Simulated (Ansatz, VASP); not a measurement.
BeTe3: VASP beside Ansatz

INCAR

```
PREC     = Accurate       # precision mode
ENCUT    = 600            # plane-wave cutoff, eV
EDIFF    = 1E-7           # SCF threshold, eV
ISMEAR   = 0              # smearing method
SIGMA    = 0.2            # smearing width, eV
LREAL    = False          # projectors in reciprocal space
LASPH    = True           # aspherical terms in the spheres
NELM     = 80             # most SCF steps
ALGO     = Normal         # electronic algorithm
ISIF     = 3              # what is computed and relaxed
LWAVE    = False          # write WAVECAR
LCHARG   = False          # write CHGCAR
GGA      = PE             # functional
IBRION   = 2              # ionic algorithm
NSW      = 36             # ionic steps
EDIFFG   = -0.08          # ionic threshold
```

File KPOINTS:

```
regular mesh
0
Gamma
  3 3 3
```

Contents of POSCAR:

```
BeTe3
1.0
    5.8000000000      0.0000000000      0.0000000000
    0.0000000000      5.8000000000      0.0000000000
    0.0000000000      0.0000000000      6.2800000000
Be Te
2 6
Direct
    0.0000000000      0.0000000000      0.0000000000
    0.5000000000      0.5000000000      0.0000000000
    0.7300000000      0.7700000000      0.7930000000
    0.2700000000      0.2300000000      0.7930000000
    0.7700000000      0.2700000000      0.2070000000
    0.2300000000      0.7300000000      0.2070000000
    0.5000000000      0.0000000000      0.4750000000
    0.0000000000      0.5000000000      0.5250000000
```

Input for Ansatz:

```yaml
crystal:
  lattice:
    - [5.8, 0.0, 0.0]
    - [0.0, 5.8, 0.0]
    - [0.0, 0.0, 6.28]
  atoms:
    - { symbol: Be, position: [0.0, 0.0, 0.0] }
    - { symbol: Be, position: [0.5, 0.5, 0.0] }
    - { symbol: Te, position: [0.73, 0.77, 0.793] }
    - { symbol: Te, position: [0.27, 0.23, 0.793] }
    - { symbol: Te, position: [0.77, 0.27, 0.207] }
    - { symbol: Te, position: [0.23, 0.73, 0.207] }
    - { symbol: Te, position: [0.5, 0.0, 0.475] }
    - { symbol: Te, position: [0.0, 0.5, 0.525] }
basis:
  ecutwfc: 420
kpoints:
  mp_grid: { grid: [3, 3, 3] }
hamiltonian:
  xc: pbe
scf:
  occupations: { method: gaussian, width: 0.2 }
  lower_state_search: "off"
output:
  forces: true
  stress: true
  eigenvalues: true
relax:
  adjacent_minimum: "off"
  f_tol: 0.08
  max_steps: 16
  cell: { stress_tol: 0.8 }
```

Alike in both runs: task relaxation of cell and atoms; functional PBE; k mesh 3 × 3 × 3; occupations gaussian, width 0.2 eV; no spin polarisation.

|  | VASP | Ansatz |
| --- | --- | --- |
| version | VASP 6.6.1 | Ansatz 0.2.0 |
| potentials or method | VASP PAW PBE potentials, release 64 (Be, Te), cutoff 600 eV | scalar-relativistic, plane waves, PAW |
| valence electrons in the cell | 40 | 100 |

```csv
,VASP,Ansatz,Ansatz less VASP
"gap on the k mesh at the Fermi level, each at its own relaxed structure (eV)",0.52,0.50,-0.021
relaxed volume (Å³/atom),33.37,33.50,+0.129
relaxed length of the cell vector where the two differ most in proportion (Å),8.182,8.231,+0.0491
```

VASP's potentials hold 40 valence electrons a cell and Ansatz's 100, so a difference there can come from the potentials and not from the codes.

Spin-orbit coupling is off throughout. Noted on VASP's run: the volume moved by over 15 % at a fixed basis, so the end points are rough.
